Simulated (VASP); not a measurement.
# Sn (I4_1/amd) in VASP: a series of runs

The runs below take Sn through single point, with r2SCAN.

All numbers are computed with VASP 6.6.1; they aren't measurements. Logs are shortened: lines on timing, memory, paths and dates and some standing lists are left out, and cuts for length are marked.

### Step 1. The cell of the first run

Symmetry: I4_1/amd, No. 141, tetragonal system. Conventional cell: a = 5.787 Å, b = 5.787 Å, c = 3.159 Å, α = 90.00°, β = 90.00°, γ = 90.00°. Within 3.9 Å of Sn (site symmetry -4m2) lie 10 Sn at 3.00 to 3.74 Å.

### Step 2. Single point, r2SCAN

POSCAR

```
Sn
1.0
   -2.8934534773      2.8934534773      1.5795050596
    2.8934534773     -2.8934534773      1.5795050596
    2.8934534773      2.8934534773     -1.5795050596
Sn
2
Direct
    0.0000000000      0.0000000000      0.0000000000
    0.7500000000      0.2500000000      0.5000000000
```

INCAR.step1

```
PREC = Accurate ; ENCUT = 520
ISMEAR = -1 ; SIGMA = 0.1
LREAL = False ; LASPH = True
NELM = 60 ; NBANDS = 21
GGA = PE ; ALGO = Normal
EDIFF = 1E-4 ; LWAVE = True
LCHARG = False
```

INCAR.step2

```
PREC = Accurate ; ENCUT = 520
EDIFF = 1E-7 ; ISMEAR = -1
SIGMA = 0.1 ; LREAL = False
LASPH = True ; NELM = 60
ALGO = Normal ; ISIF = 2
LWAVE = False ; LCHARG = False
METAGGA = R2SCAN ; LMIXTAU = True
NBANDS = 21 ; ISTART = 1
```

KPOINTS

```
regular mesh
0
Gamma
  10 10 10
```

Potentials or basis: VASP PAW PBE potentials, release 64 (Sn_d).

Launch:

```bash
> cat potpaw_PBE.64/Sn_d/POTCAR > POTCAR
> cp INCAR.step1 INCAR
> mpirun -np 1 vasp_std > vasp.out
> cp INCAR.step2 INCAR
> mpirun -np 1 vasp_std > vasp.out
```

OUTCAR:

```text
PREC = Accurate
   ENCUT = 520
   EDIFF = 1E-7
   ISMEAR = -1
   LREAL = False
   LASPH = True
   NELM = 60
   ISIF = 2
   METAGGA = R2SCAN
   ISTART = 1

 ion  position               nearest neighbor table
   1  0.000  0.000  0.000-   2 3.00   2 3.00   2 3.00   2 3.00   2 3.74   2 3.74   2 3.74   2 3.74

   2  0.750  0.250  0.500-   1 3.00   1 3.00   1 3.00   1 3.00   1 3.74   1 3.74   1 3.74   1 3.74

  LATTYP: Found a body centered tetragonal cell.
 ALAT       =     5.7869069546
 C/A-ratio  =     0.5458892192

  Lattice vectors:

 A1 = (  -2.8934534773,   2.8934534773,   1.5795050596)
 A2 = (   2.8934534773,  -2.8934534773,   1.5795050596)
 A3 = (   2.8934534773,   2.8934534773,  -1.5795050596)

Analysis of symmetry for initial positions (statically):
=====================================================================
 Subroutine PRICEL returns:
 Original cell was already a primitive cell.

 Routine SETGRP: Setting up the symmetry group for a
 body centered tetragonal supercell.

 Subroutine GETGRP returns: Found 16 space group operations
 (whereof  8 operations were pure point group operations)
 out of a pool of 16 trial point group operations.

The static configuration has the point symmetry D_2d.
 The point group associated with its full space group is D_4h.

Analysis of symmetry for dynamics (positions and initial velocities):
=====================================================================
 Subroutine PRICEL returns:
 Original cell was already a primitive cell.

 Routine SETGRP: Setting up the symmetry group for a
 body centered tetragonal supercell.

 Subroutine GETGRP returns: Found 16 space group operations
 (whereof  8 operations were pure point group operations)
 out of a pool of 16 trial point group operations.

The dynamic configuration has the point symmetry D_2d.
 The point group associated with its full space group is D_4h.

 Subroutine INISYM returns: Found 16 space group operations
 (whereof  8 operations are pure point group operations),
 and found     1 'primitive' translations

----------------------------------------------------------------------------------------

                                     Primitive cell

  volume of cell :      52.8949

  direct lattice vectors                    reciprocal lattice vectors
    -2.893453477  2.893453477  1.579505060     0.000000000  0.172803884  0.316554858
     2.893453477 -2.893453477  1.579505060     0.172803884  0.000000000  0.316554858
     2.893453477  2.893453477 -1.579505060     0.172803884  0.172803884  0.000000000

  length of vectors
     4.386226429  4.386226429  4.386226429     0.360649637  0.360649637  0.244381597

  position of ions in fractional coordinates (direct lattice)
     0.000000000  0.000000000  0.000000000
     0.750000000  0.250000000  0.500000000

  ion indices of the primitive-cell ions
   primitive index   ion index
                 1           1
                 2           2

----------------------------------------------------------------------------------------

 KPOINTS: regular mesh

Automatic generation of k-mesh.
 Grid dimensions read from file:
 generate k-points for:   10   10   10

 Generating k-lattice:

  Cartesian coordinates                     Fractional coordinates (reciprocal lattice)
     0.000000000  0.017280388  0.031655486     0.100000000  0.000000000 -0.000000000
     0.017280388  0.000000000  0.031655486     0.000000000  0.100000000 -0.000000000
     0.017280388  0.017280388  0.000000000     0.000000000  0.000000000  0.100000000

  Length of vectors
     0.036064964  0.036064964  0.024438160

  Shift w.r.t. Gamma in fractional coordinates (k-lattice)
     0.000000000  0.000000000  0.000000000

 Subroutine IBZKPT returns following result:
 ===========================================

 Found    102 irreducible k-points:

 Following reciprocal coordinates:
            Coordinates               Weight
  0.000000  0.000000  0.000000      1.000000
  0.100000 -0.000000  0.000000      8.000000
  0.200000 -0.000000  0.000000      8.000000
  0.300000  0.000000  0.000000      8.000000
  0.400000 -0.000000  0.000000      8.000000
  0.500000 -0.000000  0.000000      4.000000
[... 16 lines left out ...]
  0.300000  0.300000  0.000000      8.000000
  0.400000  0.300000  0.000000     16.000000
 [... further k-points ...]
   k-points           NKPTS =    102   k-points in BZ     NKDIM =    102   number of bands    NBANDS=     21
   number of dos      NEDOS =    301   number of ions     NIONS =      2
   total plane-waves  NPLWV =  46656
   dimension x,y,z NGX =    36 NGY =   36 NGZ =   36
   dimension x,y,z NGXF=    72 NGYF=   72 NGZF=   72
   ions per type =               2
   NGX,Y,Z   is equivalent  to a cutoff of  13.64, 13.64, 13.64 a.u.
   NGXF,Y,Z  is equivalent  to a cutoff of  27.29, 27.29, 27.29 a.u.
 SYSTEM =  unknown system
   PREC   = accura    normal or accurate (medium, high low for compatibility)
   ISTART =      1    job   : 0-new  1-cont  2-samecut
   ICHARG =      0    charge: 1-file 2-atom 10-const
   ISPIN  =      1    spin polarized calculation?
   LNONCOLLINEAR =      F non collinear calculations
   LSORBIT =      F    spin-orbit coupling
   LASPH  =      T    aspherical Exc in radial PAW
   ENCUT  =  520.0 eV  38.22 Ry    6.18 a.u.   8.16  8.16  8.16*2*pi/ulx,y,z
   NELM   =     60;   NELMIN=  2; NELMDL=  0     # of ELM steps
   EDIFF  = 0.1E-06   stopping-criterion for ELM
   LREAL  =      F    real-space projection
   EDIFFG = 0.1E-05   stopping-criterion for IOM
   NSW    =      0    number of steps for IOM
   IBRION =     -1    ionic relax: 0-MD 1-quasi-New 2-CG
   NFREE  =      0    steps in history (QN), initial steepest desc. (CG)
   ISIF   =      2    stress and relaxation
   ISYM   =      2    0-nonsym 1-usesym 2-fastsym
   POTIM  = 0.5000    time-step for ionic-motion
   TEBEG  =    0.0;   TEEND  =   0.0 temperature during run
   PSTRESS=    0.0 pullay stress
   NELECT =      28.0000    total number of electrons
   NUPDOWN=      -1.0000    fix difference up-down
   EMIN   =  10.00;   EMAX   =-10.00  energy-range for DOS
   EFERMI =   0.00;   METHOD = LEGACY
   ISMEAR =    -1;   SIGMA  =   0.10  broadening in eV -4-tet -1-fermi 0-gaus
   EFERMI_NEDOS =   21; number of points for ismear=-14 and -15
   IALGO  =     38    algorithm
   IMIX   =      4    mixing-type and parameters
     AMIX     =   0.40;   BMIX     =  1.00
     AMIX_MAG =   1.60;   BMIX_MAG =  1.00
  volume/ion in A,a.u.               =      26.45       178.48
  Fermi-wavevector in a.u.,A,eV,Ry     =   1.324310  2.502582 23.861839  1.753796
  Thomas-Fermi vector in A             =   2.453854
   LORBIT       =      0    0 simple, 1 ext, 2 COOP (PROOUT), +10 PAW based schemes
   METAGGA = R2SCAN    functional components
   LHFCALC =     F    Hartree Fock is set to
   AEXX    =    0.0000 exact exchange contribution
   IVDW    =     0    specifies the selected vdW correction
   LEPSILON=     F    determine dielectric tensor
   LRPA    =     F    only Hartree local field effects (RPA)
 non-spin polarized calculation
  energy-cutoff  :      520.00
  volume of cell :       52.89
 maximum number of plane-waves:      1440
 NGX is ok and might be reduce to    36
   NGX = 17   NGY = 17   NGZ = 17

 number of electron      28.0000013 magnetization

 Free energy of the ion-electron system (eV)
  ---------------------------------------------------
  ext. energy  EPLUGINS =         0.00000000
  ---------------------------------------------------
  free energy    TOTEN  =       -49.24053025 eV

  energy without entropy =      -49.21435334  energy(sigma->0) =      -49.22744180

 E-fermi :   8.2829     XC(G=0): -11.2639

 val. band max:        8.2829442914   @ k =  -0.3000   0.3000   0.2000
 cond. band min:       8.3086788781   @ k =  -0.2000  -0.2000   0.1000
 fundamental gap:      0.0257345868
 Fermi energy:         8.2829479583

 k-point     1 :       0.0000    0.0000    0.0000
  band No.  band energies     occupation
      1     -14.1602      2.00000
      2     -14.0562      2.00000
      3     -14.0104      2.00000
      4     -13.9966      2.00000
      5     -13.8184      2.00000
      6     -13.8184      2.00000
[... 13 lines left out ...]
     20      18.7161      0.00000
     21      19.3651      0.00000

 k-point     2 :       0.1000   -0.0000    0.0000
  band No.  band energies     occupation
      1     -14.1530      2.00000
      2     -14.0337      2.00000
      3     -14.0019      2.00000
      4     -13.9700      2.00000
      5     -13.8350      2.00000
      6     -13.8316      2.00000
[... 13 lines left out ...]
     20      17.9506      0.00000
     21      18.0624      0.00000

 k-point     3 :       0.2000   -0.0000    0.0000
  band No.  band energies     occupation
      1     -14.1320      2.00000
      2     -13.9817      2.00000
      3     -13.9798      2.00000
      4     -13.9192      2.00000
      5     -13.8680      2.00000
      6     -13.8356      2.00000
[... 13 lines left out ...]
     20      16.4959      0.00000
     21      17.3020      0.00000

 k-point     4 :       0.3000    0.0000    0.0000
  band No.  band energies     occupation
      1     -14.1052      2.00000
      2     -13.9569      2.00000
      3     -13.9465      2.00000
      4     -13.9210      2.00000
      5     -13.8969      2.00000
      6     -13.8485      2.00000
[... 13 lines left out ...]
     20      15.5828      0.00000
     21      18.0673      0.00000

 k-point     5 :       0.4000   -0.0000    0.0000
  band No.  band energies     occupation
      1     -14.0827      2.00000
      2     -13.9650      2.00000
      3     -13.9598      2.00000
      4     -13.9290      2.00000
      5     -13.8928      2.00000
      6     -13.8685      2.00000
[... 13 lines left out ...]
     20      16.7027      0.00000
     21      19.3760      0.00000
[... 382 lines left out ...]
     20      18.8548      0.00000
     21      19.5826      0.00000

 k-point    22 :      -0.2000    0.2000    0.0000
  band No.  band energies     occupation
      1     -14.1227      2.00000
      2     -14.0625      2.00000
      3     -14.0176      2.00000
      4     -13.9784      2.00000
      5     -13.8389      2.00000
      6     -13.8005      2.00000
[... 13 lines left out ...]
     20      18.8796      0.00000
     21      19.1319      0.00000

 k-point    23 :       0.3000    0.3000    0.0000
  band No.  band energies     occupation
      1     -14.0688      2.00000
      2     -13.9901      2.00000
      3     -13.9422      2.00000
      4     -13.9190      2.00000
      5     -13.8886      2.00000
      6     -13.8155      2.00000
[... 13 lines left out ...]
     20      16.9906      0.00000
     21      18.8121      0.00000

 k-point    24 :       0.4000    0.3000    0.0000
  band No.  band energies     occupation
      1     -14.0449      2.00000
      2     -13.9888      2.00000
      3     -13.9559      2.00000
      4     -13.9223      2.00000
      5     -13.8758      2.00000
      6     -13.8084      2.00000
[... 13 lines left out ...]
     20      18.1664      0.00000
     21      18.9423      0.00000

 [... further k-points ...]

------------------------ aborting loop because EDIFF is reached ----------------------------------------

  FORCE on cell =-STRESS in cart. coord.  units (eV):
  Direction    XX          YY          ZZ          XY          YZ          ZX
  --------------------------------------------------------------------------------------
  -------------------------------------------------------------------------------------
  Total        0.9559657      0.9559657      0.6350578      0.0000000     -0.0000000      0.0000000
  in kB       28.9560214     28.9560214     19.2357815      0.0000000     -0.0000000      0.0000000
  external PRESSURE =      25.7159414 kB  Pullay stress =       0.0000000 kB

 VOLUME and BASIS-vectors are now :
 -----------------------------------------------------------------------------
  energy-cutoff  :      520.00
  volume of cell :       52.89
      direct lattice vectors                 reciprocal lattice vectors
    -2.893453477  2.893453477  1.579505060     0.000000000  0.172803884  0.316554858
     2.893453477 -2.893453477  1.579505060     0.172803884  0.000000000  0.316554858
     2.893453477  2.893453477 -1.579505060     0.172803884  0.172803884  0.000000000

 POSITION                                       TOTAL-FORCE (eV/Angst)
 -----------------------------------------------------------------------------------
      0.00000      0.00000      0.00000        -0.000000      0.000000     -0.000000
     -0.00000      2.89345      0.78975         0.000000     -0.000000      0.000000
 -----------------------------------------------------------------------------------
    total drift:                               -0.000000      0.000000     -0.000000

  FREE ENERGIE OF THE ION-ELECTRON SYSTEM (eV)
  ---------------------------------------------------
  free  energy   TOTEN  =       -49.2405302522 eV

  energy  without entropy=      -49.2143533417  energy(sigma->0) =      -49.22744180
```

It took 9.3 min on 1 thread of AMD EPYC 7R13 (Zen 3), shared host; peak memory 0.24 GiB.

What came out:

```yaml
Free_energy: -49.2405 eV
Pressure: 2.6 GPa
Band_gap_on_the_k_mesh: zero (bands 14 and 15 overlap by 4.24 eV)
```

Levels at points of the mesh, in eV from the Fermi level:
```
           k point  band 11  band 12  band 13  band 14  band 15  band 16  band 17  band 18
(0.00, 0.00, 0.00)   -11.91    -3.59    -2.27    -2.27     3.28     6.67     6.67     7.35
(0.50, 0.00, 0.00)    -7.31    -5.77    -2.34    -1.97    -1.38     2.44     3.06     5.08
(0.50, 0.50, 0.00)    -9.49    -9.49     0.52     0.52     1.84     1.84     6.46     6.46
(0.50, 0.50, 0.50)    -7.98    -7.98    -5.23    -5.23     5.36     5.36    10.21    10.21
```

Caveat: the PAW data sets were made with another functional, which shifts forces and pressure a little; spin-orbit coupling is left out, which moves the levels of the heavy elements.

### Step 3. Single point, r2SCAN

This run uses another cell than the first one, of 27.17 Å³/atom.

POSCAR

```
Sn
1.0
   -2.9196400000      2.9196400000      1.5938000000
    2.9196400000     -2.9196400000      1.5938000000
    2.9196400000      2.9196400000     -1.5938000000
Sn
2
Direct
    0.0000000000      0.0000000000      0.0000000000
    0.7500000000      0.2500000000      0.5000000000
```

INCAR.step1

```
PREC = Accurate ; ENCUT = 520
ISMEAR = -1 ; SIGMA = 0.1
LREAL = F ; LASPH = T
NELM = 100 ; NBANDS = 21
GGA = PE ; ALGO = Normal
EDIFF = 1E-4 ; LWAVE = T
LCHARG = F
```

INCAR.step2

```
PREC = Accurate ; ENCUT = 520
EDIFF = 1E-7 ; ISMEAR = -1
SIGMA = 0.1 ; LREAL = F
LASPH = T ; NELM = 100
ALGO = Normal ; ISIF = 2
LWAVE = F ; LCHARG = F
METAGGA = R2SCAN ; LMIXTAU = T
NBANDS = 21 ; ISTART = 1
```

KPOINTS is that of step 2.

Potentials or basis: VASP PAW PBE potentials, release 64 (Sn_d).

Launch:

```bash
> cat potpaw_PBE.64/Sn_d/POTCAR > POTCAR
> cp INCAR.step1 INCAR
> mpirun -np 1 vasp_std > vasp.out
> cp INCAR.step2 INCAR
> mpirun -np 1 vasp_std > vasp.out
```

Wall time 10 min (1 thread of AMD EPYC 7R13 (Zen 3), shared host); peak memory 0.24 GiB.

The run converged. Its results:

```
Free energy            : -49.2568 eV
Pressure               : 0.9 GPa
Band gap on the k mesh : zero (bands 14 and 15 overlap by 4.11 eV)
```

Stress tensor (GPa, compression positive):
```
1.19 0.00 0.00
0.00 1.19 0.00
0.00 0.00 0.29
```

Levels at points of the mesh, in eV from the Fermi level:
| k point | band 11 | band 12 | band 13 | band 14 | band 15 | band 16 | band 17 | band 18 |
| --- | --- | --- | --- | --- | --- | --- | --- | --- |
| (0.00, 0.00, 0.00) | -11.69 | -3.67 | -2.19 | -2.19 | 3.32 | 6.53 | 6.53 | 7.15 |
| (0.50, 0.00, 0.00) | -7.25 | -5.67 | -2.36 | -1.90 | -1.32 | 2.48 | 2.99 | 4.94 |
| (0.50, 0.50, 0.00) | -9.33 | -9.33 | 0.53 | 0.53 | 1.78 | 1.78 | 6.34 | 6.34 |
| (0.50, 0.50, 0.50) | -7.90 | -7.90 | -5.07 | -5.07 | 5.27 | 5.27 | 9.93 | 9.93 |

Caveat: the PAW data sets were made with another functional, which shifts forces and pressure a little; spin-orbit coupling is left out, which moves the levels of the heavy elements.

### Step 4. Single point, r2SCAN

This run uses another cell than the first one, of 27.90 Å³/atom.

POSCAR

```
Sn
1.0
   -2.9453650260      2.9453650260      1.6078430143
    2.9453650260     -2.9453650260      1.6078430143
    2.9453650260      2.9453650260     -1.6078430143
Sn
2
Direct
    0.0000000000      0.0000000000      0.0000000000
    0.7500000000      0.2500000000      0.5000000000
```

Edit INCAR.step1 of step 3 so:

```diff
@@ -3,3 +3,3 @@
 LREAL = F ; LASPH = T
-NELM = 100 ; NBANDS = 21
+NELM = 60 ; NBANDS = 21
 GGA = PE ; ALGO = Normal
```

INCAR.step2

```
PREC = Accurate ; ENCUT = 520
EDIFF = 1E-6 ; ISMEAR = -1
SIGMA = 0.1 ; LREAL = F
LASPH = T ; NELM = 60
ALGO = Normal ; ISIF = 2
LWAVE = F ; LCHARG = F
METAGGA = R2SCAN ; LMIXTAU = T
NBANDS = 21 ; ISTART = 1
```

KPOINTS

```
Automatic mesh
0
Gamma
  10 10 10
```

Launch:

```bash
> cat potpaw_PBE.64/Sn_d/POTCAR > POTCAR
> cp INCAR.step1 INCAR
> mpirun -np 1 vasp_std > vasp.out
> cp INCAR.step2 INCAR
> mpirun -np 1 vasp_std > vasp.out
```

Wall time 8.2 min (1 thread of AMD EPYC 7R13 (Zen 3), shared host); peak memory 0.24 GiB.

Results (log left out):

| Item | Value |
| --- | --- |
| Free energy | -49.2589 eV |
| Pressure | -0.6 GPa |
| Band gap on the k mesh | zero (bands 14 and 15 overlap by 3.99 eV) |

Stress tensor (GPa, compression positive):
```
-0.28  0.00  0.00
 0.00 -0.28  0.00
 0.00  0.00 -1.09
```

Levels at points of the mesh, in eV from the Fermi level:
```csv
k point,band 11,band 12,band 13,band 14,band 15,band 16,band 17,band 18
"(0.00, 0.00, 0.00)",-11.49,-3.75,-2.11,-2.11,3.37,6.39,6.39,6.97
"(0.50, 0.00, 0.00)",-7.19,-5.57,-2.38,-1.83,-1.27,2.51,2.93,4.81
"(0.50, 0.50, 0.00)",-9.18,-9.18,0.53,0.53,1.73,1.73,6.23,6.23
"(0.50, 0.50, 0.50)",-7.83,-7.83,-4.91,-4.91,5.18,5.18,9.66,9.66
```

Caveat: the PAW data sets were made with another functional, which shifts forces and pressure a little; spin-orbit coupling is left out, which moves the levels of the heavy elements.

(Continued in part 2 of 2.)

The gap in the log of VASP goes by the Fermi energy; the results here count the filled bands.